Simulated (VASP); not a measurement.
# HfO2 (Fm-3m) in VASP: further runs

HfO2 is run at these levels: PBEsol; tasks: single point.

All numbers are computed with VASP 6.6.1; they aren't measurements. Logs are shortened: lines on timing, memory, paths and dates and some standing lists are left out, and cuts for length are marked.

### Step 1. The cell of the first run

The structure is cubic, space group Fm-3m (No. 225). Conventional cell: a = 4.975 Å, b = 4.975 Å, c = 4.975 Å, α = 90.00°, β = 90.00°, γ = 90.00°. Within 2.9 Å of Hf (site symmetry m-3m) lie 8 O at 2.15 Å. O (site symmetry -43m) has 4 Hf at 2.15 Å and 6 O at 2.49 Å within 2.9 Å.

### Step 2. Single point, PBEsol (volume scaled by 0.960)

Input file INCAR:

```
SYSTEM = HfO2
ALGO     = Normal         ! electronic algorithm
EDIFF    = 1E-6           ! SCF threshold, eV
ENCUT    = 520            ! plane-wave cutoff, eV
GGA      = PS             ! functional
ISIF     = 2              ! what is computed and relaxed
ISMEAR   = 0              ! smearing method
LASPH    = .True.         ! aspherical terms in the spheres
LCHARG   = .False.        ! write CHGCAR
LREAL    = .False.        ! projectors in reciprocal space
LWAVE    = .False.        ! write WAVECAR
NBANDS   = 18             ! bands
NELM     = 80             ! most SCF steps
PREC     = Accurate       ! precision mode
SIGMA    = 0.05           ! smearing width, eV
```

Input file KPOINTS:

```
k-points
0
Gamma
  8 8 8
  0 0 0
```

Input file POSCAR:

```
HfO2
1.0
    0.0000000000      2.4876741990      2.4876741990
    2.4876741990      0.0000000000      2.4876741990
    2.4876741990      2.4876741990      0.0000000000
Hf O
1 2
Direct
    0.0000000000      0.0000000000      0.0000000000
    0.2500000000      0.2500000000      0.2500000000
    0.7500000000      0.7500000000      0.7500000000
```

Potentials or basis: VASP PAW PBE potentials, release 64 (Hf_pv, O).

Launch:

```sh
$ cat potpaw_PBE.64/Hf_pv/POTCAR potpaw_PBE.64/O/POTCAR > POTCAR
$ mpirun -np 1 vasp_std > vasp.out
```

OUTCAR:

```text
SYSTEM = HfO2
   EDIFF = 1E-6
   ENCUT = 520
   GGA = PS
   ISIF = 2
   ISMEAR = 0
   LASPH = .True.
   LREAL = .False.
   NELM = 80
   PREC = Accurate

 ion  position               nearest neighbor table
   1  0.000  0.000  0.000-   3 2.15   3 2.15   2 2.15   2 2.15   3 2.15   2 2.15   3 2.15   2 2.15

   2  0.250  0.250  0.250-   1 2.15   1 2.15   1 2.15   1 2.15
   3  0.750  0.750  0.750-   1 2.15   1 2.15   1 2.15   1 2.15

  LATTYP: Found a face centered cubic cell.
 ALAT       =     4.9753483980

  Lattice vectors:

 A1 = (   0.0000000000,   2.4876741990,   2.4876741990)
 A2 = (   2.4876741990,   0.0000000000,   2.4876741990)
 A3 = (   2.4876741990,   2.4876741990,   0.0000000000)

Analysis of symmetry for initial positions (statically):
=====================================================================
 Subroutine PRICEL returns:
 Original cell was already a primitive cell.

 Routine SETGRP: Setting up the symmetry group for a
 face centered cubic supercell.

 Subroutine GETGRP returns: Found 48 space group operations
 (whereof 48 operations were pure point group operations)
 out of a pool of 48 trial point group operations.

The static configuration has the point symmetry O_h .

Analysis of symmetry for dynamics (positions and initial velocities):
=====================================================================
 Subroutine PRICEL returns:
 Original cell was already a primitive cell.

 Routine SETGRP: Setting up the symmetry group for a
 face centered cubic supercell.

 Subroutine GETGRP returns: Found 48 space group operations
 (whereof 48 operations were pure point group operations)
 out of a pool of 48 trial point group operations.

The dynamic configuration has the point symmetry O_h .

 Subroutine INISYM returns: Found 48 space group operations
 (whereof 48 operations are pure point group operations),
 and found     1 'primitive' translations

----------------------------------------------------------------------------------------

                                     Primitive cell

  volume of cell :      30.7901

  direct lattice vectors                    reciprocal lattice vectors
     0.000000000  2.487674199  2.487674199    -0.200990950  0.200990950  0.200990950
     2.487674199  0.000000000  2.487674199     0.200990950 -0.200990950  0.200990950
     2.487674199  2.487674199  0.000000000     0.200990950  0.200990950 -0.200990950

  length of vectors
     3.518102591  3.518102591  3.518102591     0.348126537  0.348126537  0.348126537

  position of ions in fractional coordinates (direct lattice)
     0.000000000  0.000000000  0.000000000
     0.250000000  0.250000000  0.250000000
     0.750000000  0.750000000  0.750000000

  ion indices of the primitive-cell ions
   primitive index   ion index
                 1           1
                 2           2
                 3           3

----------------------------------------------------------------------------------------

 KPOINTS: k-points

Automatic generation of k-mesh.
 Grid dimensions read from file:
 generate k-points for:    8    8    8

 Generating k-lattice:

  Cartesian coordinates                     Fractional coordinates (reciprocal lattice)
    -0.025123869  0.025123869  0.025123869     0.125000000  0.000000000  0.000000000
     0.025123869 -0.025123869  0.025123869     0.000000000  0.125000000  0.000000000
     0.025123869  0.025123869 -0.025123869     0.000000000  0.000000000  0.125000000

  Length of vectors
     0.043515817  0.043515817  0.043515817

  Shift w.r.t. Gamma in fractional coordinates (k-lattice)
     0.000000000  0.000000000  0.000000000

 Subroutine IBZKPT returns following result:
 ===========================================

 Found     29 irreducible k-points:

 Following reciprocal coordinates:
            Coordinates               Weight
  0.000000  0.000000  0.000000      1.000000
  0.125000  0.000000  0.000000      8.000000
  0.250000  0.000000  0.000000      8.000000
  0.375000  0.000000  0.000000      8.000000
  0.500000  0.000000  0.000000      4.000000
  0.125000  0.125000  0.000000      6.000000
[... 16 lines left out ...]
  0.500000  0.250000  0.125000     48.000000
 -0.375000  0.250000  0.125000     24.000000
 [... further k-points ...]
   k-points           NKPTS =     29   k-points in BZ     NKDIM =     29   number of bands    NBANDS=     18
   number of dos      NEDOS =    301   number of ions     NIONS =      3
   total plane-waves  NPLWV =  21952
   dimension x,y,z NGX =    28 NGY =   28 NGZ =   28
   dimension x,y,z NGXF=    56 NGYF=   56 NGZF=   56
   ions per type =               1   2
   NGX,Y,Z   is equivalent  to a cutoff of  13.23, 13.23, 13.23 a.u.
   NGXF,Y,Z  is equivalent  to a cutoff of  26.46, 26.46, 26.46 a.u.
 SYSTEM =  HfO2
   PREC   = accura    normal or accurate (medium, high low for compatibility)
   ISTART =      0    job   : 0-new  1-cont  2-samecut
   ICHARG =      2    charge: 1-file 2-atom 10-const
   ISPIN  =      1    spin polarized calculation?
   LNONCOLLINEAR =      F non collinear calculations
   LSORBIT =      F    spin-orbit coupling
   LASPH  =      T    aspherical Exc in radial PAW
   ENCUT  =  520.0 eV  38.22 Ry    6.18 a.u.   6.54  6.54  6.54*2*pi/ulx,y,z
   NELM   =     80;   NELMIN=  2; NELMDL= -5     # of ELM steps
   EDIFF  = 0.1E-05   stopping-criterion for ELM
   LREAL  =      F    real-space projection
   EDIFFG = 0.1E-04   stopping-criterion for IOM
   NSW    =      0    number of steps for IOM
   IBRION =     -1    ionic relax: 0-MD 1-quasi-New 2-CG
   NFREE  =      0    steps in history (QN), initial steepest desc. (CG)
   ISIF   =      2    stress and relaxation
   ISYM   =      2    0-nonsym 1-usesym 2-fastsym
   POTIM  = 0.5000    time-step for ionic-motion
   TEBEG  =    0.0;   TEEND  =   0.0 temperature during run
   PSTRESS=    0.0 pullay stress
   NELECT =      22.0000    total number of electrons
   NUPDOWN=      -1.0000    fix difference up-down
   EMIN   =  10.00;   EMAX   =-10.00  energy-range for DOS
   EFERMI =   0.00;   METHOD = LEGACY
   ISMEAR =     0;   SIGMA  =   0.05  broadening in eV -4-tet -1-fermi 0-gaus
   EFERMI_NEDOS =   21; number of points for ismear=-14 and -15
   IALGO  =     38    algorithm
   IMIX   =      4    mixing-type and parameters
     AMIX     =   0.40;   BMIX     =  1.00
     AMIX_MAG =   1.60;   BMIX_MAG =  1.00
  volume/ion in A,a.u.               =      10.26        69.26
  Fermi-wavevector in a.u.,A,eV,Ry     =   1.463566  2.765738 29.144014  2.142025
  Thomas-Fermi vector in A             =   2.579645
   LORBIT       =      0    0 simple, 1 ext, 2 COOP (PROOUT), +10 PAW based schemes
   GGA     = PS    functional components
   LHFCALC =     F    Hartree Fock is set to
   AEXX    =    0.0000 exact exchange contribution
   IVDW    =     0    specifies the selected vdW correction
   LEPSILON=     F    determine dielectric tensor
   LRPA    =     F    only Hartree local field effects (RPA)
 non-spin polarized calculation
 Gauss-broadening in eV      SIGMA  =   0.05
  energy-cutoff  :      520.00
  volume of cell :       30.79
 maximum number of plane-waves:       869
 NGX is ok and might be reduce to    28
   NGX = 13   NGY = 13   NGZ = 13

 number of electron      22.0000005 magnetization

 Free energy of the ion-electron system (eV)
  ---------------------------------------------------
  ext. energy  EPLUGINS =         0.00000000
  ---------------------------------------------------
  free energy    TOTEN  =       -31.61577827 eV

  energy without entropy =      -31.61577827  energy(sigma->0) =      -31.61577827

 E-fermi :   4.9505     XC(G=0): -12.4097

 val. band max:        4.6274821690   @ k =   0.5000   0.5000   0.0000
 cond. band min:       8.4432691529   @ k =   0.5000   0.5000   0.0000
 fundamental gap:      3.8157869838
 Fermi energy:         4.9505355680

 k-point     1 :       0.0000    0.0000    0.0000
  band No.  band energies     occupation
      1     -24.7462      2.00000
      2     -24.7462      2.00000
      3     -24.7462      2.00000
      4     -14.4252      2.00000
      5     -11.0309      2.00000
      6      -1.1346      2.00000
[... 10 lines left out ...]
     17      15.7752      0.00000
     18      18.5015      0.00000

 k-point     2 :       0.1250    0.0000    0.0000
  band No.  band energies     occupation
      1     -24.8374      2.00000
      2     -24.7558      2.00000
      3     -24.7558      2.00000
      4     -14.1802      2.00000
      5     -11.2309      2.00000
      6      -0.9718      2.00000
[... 10 lines left out ...]
     17      15.4644      0.00000
     18      18.4291      0.00000

 k-point     3 :       0.2500    0.0000    0.0000
  band No.  band energies     occupation
      1     -25.0464      2.00000
      2     -24.7789      2.00000
      3     -24.7789      2.00000
      4     -13.6138      2.00000
      5     -11.6125      2.00000
      6      -0.5728      2.00000
[... 10 lines left out ...]
     17      14.9273      0.00000
     18      17.7201      0.00000

 k-point     4 :       0.3750    0.0000    0.0000
  band No.  band energies     occupation
      1     -25.2415      2.00000
      2     -24.8018      2.00000
      3     -24.8018      2.00000
      4     -13.1740      2.00000
      5     -11.7695      2.00000
      6      -0.1861      2.00000
[... 375 lines left out ...]
      4     -13.1132      2.00000
      5     -11.9110      2.00000
      6      -0.5466      2.00000
[... 10 lines left out ...]
     17      14.9781      0.00000
     18      18.2774      0.00000

 k-point    23 :       0.5000    0.2500    0.1250
  band No.  band energies     occupation
      1     -25.2041      2.00000
      2     -24.9478      2.00000
      3     -24.8348      2.00000
      4     -12.7006      2.00000
      5     -12.0353      2.00000
      6      -0.5568      2.00000
[... 10 lines left out ...]
     17      15.7485      0.00000
     18      18.2221      0.00000

 k-point    24 :      -0.3750    0.2500    0.1250
  band No.  band energies     occupation
      1     -25.2409      2.00000
      2     -24.9774      2.00000
      3     -24.8478      2.00000
      4     -12.6406      2.00000
      5     -11.9537      2.00000
      6      -0.5591      2.00000
[... 10 lines left out ...]
     17      15.8079      0.00000
     18      18.2610      0.00000

 [... further k-points ...]
[... 5 lines left out ...]
  --------------------------------------------------------------------------------------
  -------------------------------------------------------------------------------------
  Total        1.4921763      1.4921763      1.4921763     -0.0000000     -0.0000000     -0.0000000
  in kB       77.6462046     77.6462046     77.6462046     -0.0000000     -0.0000000     -0.0000000
  external PRESSURE =      77.6462046 kB  Pullay stress =       0.0000000 kB

 VOLUME and BASIS-vectors are now :
 -----------------------------------------------------------------------------
  energy-cutoff  :      520.00
  volume of cell :       30.79
      direct lattice vectors                 reciprocal lattice vectors
     0.000000000  2.487674199  2.487674199    -0.200990950  0.200990950  0.200990950
     2.487674199  0.000000000  2.487674199     0.200990950 -0.200990950  0.200990950
     2.487674199  2.487674199  0.000000000     0.200990950  0.200990950 -0.200990950

 POSITION                                       TOTAL-FORCE (eV/Angst)
 -----------------------------------------------------------------------------------
      0.00000      0.00000      0.00000         0.000000     -0.000000      0.000000
      1.24384      1.24384      1.24384        -0.000000     -0.000000     -0.000000
      3.73151      3.73151      3.73151         0.000000      0.000000      0.000000
 -----------------------------------------------------------------------------------
    total drift:                                0.000000      0.000000      0.000000

  FREE ENERGIE OF THE ION-ELECTRON SYSTEM (eV)
  ---------------------------------------------------
  free  energy   TOTEN  =       -31.6157782653 eV

  energy  without entropy=      -31.6157782653  energy(sigma->0) =      -31.61577827
```

Run time: 16 s. Hardware: 1 thread of Intel Xeon Platinum 8375C at 2.90GHz (Ice Lake), shared host; peak memory 0.16 GiB.

What came out:

```yaml
Free_energy: -31.6158 eV
Pressure: 7.8 GPa
Band_gap_on_the_k_mesh: 3.82 eV, direct
```

Levels at points of the mesh, in eV from the valence-band top:
```csv
k point,band 7,band 8,band 9,band 10,band 11,band 12,band 13,band 14,band 15,band 16
"(0.00, 0.00, 0.00)",-5.76,-5.76,-0.64,-0.64,-0.64,3.90,3.90,6.10,11.15,11.15
"(0.50, 0.00, 0.00)",-4.67,-3.17,-2.90,-1.92,-1.92,4.72,4.72,7.50,9.02,9.98
"(0.50, 0.50, 0.00)",-3.63,-3.63,-1.65,-1.65,0.00,3.82,5.73,7.13,8.64,8.64
```

Caveat: the PAW data sets were made with another functional, which shifts forces and pressure a little; spin-orbit coupling is left out, which moves the levels of the heavy elements. A k mesh can miss the band edges.

### Step 3. Single point, PBEsol (volume scaled by 1.040)

Input file INCAR:

```
SYSTEM = HfO2
PREC     = Accurate       ! precision mode
ENCUT    = 520            ! plane-wave cutoff, eV
EDIFF    = 1E-7           ! SCF threshold, eV
ISMEAR   = 0              ! smearing method
SIGMA    = 0.05           ! smearing width, eV
LREAL    = .FALSE.        ! projectors in reciprocal space
LASPH    = .TRUE.         ! aspherical terms in the spheres
NELM     = 60             ! most SCF steps
ALGO     = Normal         ! electronic algorithm
ISIF     = 2              ! what is computed and relaxed
LWAVE    = .FALSE.        ! write WAVECAR
LCHARG   = .TRUE.         ! write CHGCAR
GGA      = PS             ! functional
LELF     = .TRUE.         ! ELF
LVHAR    = .TRUE.       
NBANDS   = 18             ! bands
```

Input file KPOINTS:

```
Automatic mesh
0
G
  8 8 8
  0 0 0
```

Input file POSCAR:

```
HfO2
1.0
    0.0000000000      2.5549409706      2.5549409706
    2.5549409706      0.0000000000      2.5549409706
    2.5549409706      2.5549409706      0.0000000000
Hf O
1 2
Direct
    0.0000000000      0.0000000000      0.0000000000
    0.2500000000      0.2500000000      0.2500000000
    0.7500000000      0.7500000000      0.7500000000
```

Potentials or basis: VASP PAW PBE potentials, release 64 (Hf_pv, O).

Launch:

```sh
$ cat potpaw_PBE.64/Hf_pv/POTCAR potpaw_PBE.64/O/POTCAR > POTCAR
$ mpirun -np 1 vasp_std > vasp.out
```

Run time: 18 s. Hardware: 1 thread of Intel Xeon Platinum 8375C at 2.90GHz (Ice Lake), shared host; peak memory 0.16 GiB.

The run converged. Its results:

- Free energy: -31.5667 eV
- Pressure: -12.9 GPa
- Band gap on the k mesh: 3.61 eV, direct

Levels at points of the mesh, in eV from the valence-band top:
```csv
k point,band 7,band 8,band 9,band 10,band 11,band 12,band 13,band 14,band 15,band 16
"(0.00, 0.00, 0.00)",-5.26,-5.26,-0.60,-0.60,-0.60,3.73,3.73,5.46,10.13,10.13
"(0.50, 0.00, 0.00)",-4.24,-3.05,-2.72,-1.83,-1.83,4.44,4.44,6.73,8.76,9.11
"(0.50, 0.50, 0.00)",-3.45,-3.45,-1.51,-1.51,0.00,3.61,5.31,6.38,7.93,7.93
```

Caveat: the PAW data sets were made with another functional, which shifts forces and pressure a little; spin-orbit coupling is left out, which moves the levels of the heavy elements.
